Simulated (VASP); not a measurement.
**CaO: single point with PBE**

Crystal: CaO.

```
Ca O
1.0
     0.05019    2.39979    2.39979
     2.39979    0.05019    2.39979
     2.39979    2.39979    0.05019
Ca O
1 1
Direct
  0.00000 0.00000 0.00000
  0.50000 0.50000 0.50000
```

This cell differs from its parent crystal: epitaxial 111 strain -2.0%.

```
Program                : VASP 6.6.1
Task                   : single point
Functional             : PBE
Potentials or basis    : VASP PAW PBE potentials, release 64 (Ca_sv, O)
Cutoff                 : 520 eV
k mesh                 : 10 × 10 × 10
Occupations            : fermi-dirac, width 0.02 eV
Spin                   : no spin polarisation
Dipole correction      : no
Further INCAR settings : ALGO = Normal; EDIFF = 1e-07; NBANDS = 15
```

```yaml
Pressure: 6.7 GPa
Band_gap_on_the_k_mesh: 3.58 eV, indirect (least direct gap 3.93 eV)
```

Stress tensor (GPa, compression positive):
```
 6.71 -1.69 -1.69
-1.69  6.71 -1.69
-1.69 -1.69  6.71
```

Levels at points of the mesh, in eV from the valence-band top:
| k point | band 4 | band 5 | band 6 | band 7 | band 8 | band 9 | band 10 | band 11 | band 12 | band 13 |
| --- | --- | --- | --- | --- | --- | --- | --- | --- | --- | --- |
| (0.00, 0.00, 0.00) | -18.27 | -15.64 | -0.11 | 0.00 | 0.00 | 4.95 | 6.08 | 6.37 | 6.37 | 7.85 |
| (0.50, 0.00, 0.00) | -18.33 | -14.30 | -2.76 | -1.43 | -1.27 | 7.16 | 8.44 | 8.69 | 8.74 | 10.69 |
| (0.50, 0.50, 0.00) | -18.52 | -15.40 | -1.32 | -0.45 | -0.36 | 3.58 | 8.26 | 9.04 | 9.73 | 9.73 |
| (0.50, 0.50, 0.50) | -18.32 | -14.27 | -2.77 | -1.20 | -1.20 | 7.10 | 8.39 | 8.39 | 8.77 | 10.63 |

Wall time 54 s on 1 thread of Intel(R) Xeon(R) Platinum 8375C CPU @ 2.90GHz (Ice Lake), on a shared host, peak memory 0.19 GiB.

Caveat: the cell differs from its parent crystal (epitaxial 111 strain -2.0%). A k mesh can miss the band edges.
